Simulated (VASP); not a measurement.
Set up this calculation in VASP 6.6.1, as the native input.

* Task: single point
* Functional: PBE
* Potentials or basis: VASP PAW PBE potentials, release 64 (B, N)
* Cutoff: 520 eV
* k mesh: 12 × 12 × 4
* Occupations: gaussian, width 0.05 eV
* Spin: no spin polarisation
* Dipole correction: no
* Further INCAR settings: ALGO = Normal; EDIFF = 1e-07; NBANDS = 16

The structure of BN lies in POSCAR:

```
BN
1.0
    2.5039917043      0.0000000000      0.0000000000
   -1.2519958522      2.1685204268      0.0000000000
    0.0000000000      0.0000000000      6.6612000000
B N
2 2
Direct
    0.2481104233      0.7358382540      0.2500000000
    0.6666666667      0.3333333333      0.7500000000
    0.3333333333      0.6666666667      0.7500000000
    0.6666666667      0.3333333333      0.2500000000
```

This cell differs from its parent crystal: atom 1 (B) moved by (-0.300, +0.150) A along x and y.

One way to write it, as run:

INCAR

```
PREC = Accurate
ENCUT = 520
EDIFF = 1E-7
ISMEAR = 0
SIGMA = 0.05
LREAL = False
LASPH = True
NELM = 80
ALGO = Normal
ISIF = 2
LWAVE = False
LCHARG = False
GGA = PE
NBANDS = 16
```

KPOINTS

```
Automatic mesh
0
Gamma
  12 12 4
```

Potentials or basis: VASP PAW PBE potentials, release 64 (B, N).

Run with:

```sh
$ cat potpaw_PBE.64/B/POTCAR potpaw_PBE.64/N/POTCAR > POTCAR
$ mpirun -np 1 vasp_std > vasp.out
```

Results of the run:

| Quantity | Value |
| --- | --- |
| Pressure | 17.3 GPa |
| Largest force | 6.597 eV/Å |
| Band gap on the k mesh | 1.81 eV (least direct gap 3.29 eV) |

Caveat: the cell differs from its parent crystal (atom 1 (B) moved by (-0.300, +0.150) A along x and y); the stress differs along the axes, from 3 to 30 GPa; this functional lacks dispersion, which binds layers or chains, so the pressure and a relaxed spacing across them are unreliable; forces of over 1 eV/Å act on the atoms, so gaps and moduli don't describe the material at rest.

Wall time 100 s on 1 thread of Intel(R) Xeon(R) Platinum 8559C (Emerald Rapids) (shared host), peak memory 0.22 GiB.
